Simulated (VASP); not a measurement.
# Si4N: single point with PBE+D3(BJ)

Si4N, a slab with vacuum:

```
Si N
1.0
     3.83334    0.00000    0.00000
     0.00000    3.83334    0.00000
     0.00000    0.00000   21.10348
Si N
4 1
Cartesian
  0.0000 1.9167 4.0000
  0.0000 0.0000 5.3553
  1.9167 0.0000 6.7680
  1.9167 1.9167 8.1035
  2.3958 3.3542 11.1035
```

```yaml
Program: VASP 6.6.1
Task: single point
Functional: PBE
Dispersion: D3(BJ)
Potentials_or_basis: VASP PAW PBE potentials, release 64 (Si, N)
Cutoff: 520 eV
k_mesh: 7 × 7 × 1
Occupations: gaussian, width 0.05 eV
Spin: collinear spin, ferromagnetic start
Starting_moments: "[0.0, 0.0, 0.0, 0.0, 3.0] μB"
Dipole_correction: yes
Further_INCAR_settings: ALGO = Normal; EDIFF = 1e-06; NBANDS = 22
```

- Largest force: 0.250 eV/Å
- Net moment: 2.67 μB per cell
- Site moments: Si -0.01, -0.05; N +1.89 μB
- Valence electrons inside the program's atomic spheres: Si 1.58, 1.67; N 3.27
- Dispersion energy per atom: -0.199 eV

Forces on the atoms (eV/Å):
```
Si   0.002  0.009  0.079
Si  -0.004  0.006  0.033
Si   0.021 -0.025 -0.011
Si   0.006  0.067  0.141
N   -0.024 -0.057 -0.242
```

Levels at points of the mesh, in eV from the Fermi level:
Spin up:
```
           k point  band 10  band 11  band 12  band 13  band 14  band 15
(0.00, 0.00, 0.00)    -1.34    -0.49     0.63     1.40     1.90     2.05
```
Spin down:
```
           k point  band 7  band 8  band 9  band 10  band 11  band 12
(0.00, 0.00, 0.00)   -1.66   -0.54    0.26     1.35     1.62     1.85
```

Run time: 18 min on 1 thread of Intel Xeon 8259CL, with other jobs on the host, peak memory 0.62 GiB.
